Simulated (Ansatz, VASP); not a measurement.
**One calculation of WSe2, two programs**

INCAR

```
SYSTEM = WSe2
PREC = Accurate
ENCUT = 520
EDIFF = 1E-6
ISMEAR = 0
SIGMA = 0.05
LREAL = .FALSE.
LASPH = .TRUE.
NELM = 60
ALGO = Normal
ISIF = 2
LWAVE = .FALSE.
LCHARG = .FALSE.
LDIPOL = .TRUE.
IDIPOL = 3
DIPOL = 0.5 0.5 0.383
GGA = PE
IVDW = 12
NBANDS = 35
```

The input KPOINTS:

```
Automatic mesh
0
G
  9 9 1
  0 0 0
```

File POSCAR:

```
WSe2
1.0
    3.2854929709      0.0000000000      0.0000000000
   -1.6427464855      2.8453203767      0.0000000000
    0.0000000000      0.0000000000     24.2386466774
Se W
4 2
Direct
    0.3333333333      0.6666666667      0.1856539294
    0.3333333333      0.6666666667      0.3246601777
    0.7777777778      0.2222222222      0.4405907426
    0.7777777778      0.2222222222      0.5795969909
    0.6666666667      0.3333333333      0.2551570536
    1.1111111111     -0.1111111111      0.5100938667
```

Input for Ansatz:

```yaml
crystal:
  lattice:
    - [3.2854929709, 0.0, 0.0]
    - [-1.6427464855, 2.8453203767, 0.0]
    - [0.0, 0.0, 24.2386466774]
  atoms:
    - { symbol: Se, position: [0.3333333333, 0.6666666667, 0.1856539294] }
    - { symbol: W, position: [0.6666666667, 0.3333333333, 0.2551570536] }
    - { symbol: Se, position: [0.3333333333, 0.6666666667, 0.3246601777] }
    - { symbol: Se, position: [0.7777777778, 0.2222222222, 0.4405907426] }
    - { symbol: W, position: [1.1111111111, -0.1111111111, 0.5100938667] }
    - { symbol: Se, position: [0.7777777778, 0.2222222222, 0.5795969909] }
basis:
  ecutwfc: 420
kpoints:
  mp_grid: { grid: [9, 9, 1] }
hamiltonian:
  xc: pbe
  pseudopotentials: { kind: paw, azcp: { folder: soft_1 } }
  dispersion: d3bj
scf:
  occupations: { method: gaussian, width: 0.05 }
output:
  forces: true
  eigenvalues: true
efield:
  axis: 3
  dipole_correction: true
  ramp_width: 0.04
```

Alike in both runs: task single point; functional PBE; dispersion D3(BJ); k mesh 9 × 9 × 1; occupations gaussian, width 0.05 eV; no spin polarisation.

|  | VASP | Ansatz |
| --- | --- | --- |
| version | VASP 6.6.1 | Ansatz 0.2.0 |
| potentials or method | VASP PAW PBE potentials, release 64 (Se, W_sv), cutoff 520 eV | scalar-relativistic, plane waves, PAW |
| valence electrons in the cell | 52 | 92 |

```tsv
	VASP	Ansatz	Ansatz less VASP
gap on the k mesh at the Fermi level (eV)	1.15	1.16	+0.006
least direct gap on the mesh (eV)	1.60	1.60	+0.004
rms of the force components (eV/Å)	0.081	0.096	+0.0146
```

VASP's potentials hold 52 valence electrons a cell and Ansatz's 92, so a difference there can come from the potentials and not from the codes.

Neither program's run includes spin-orbit coupling.
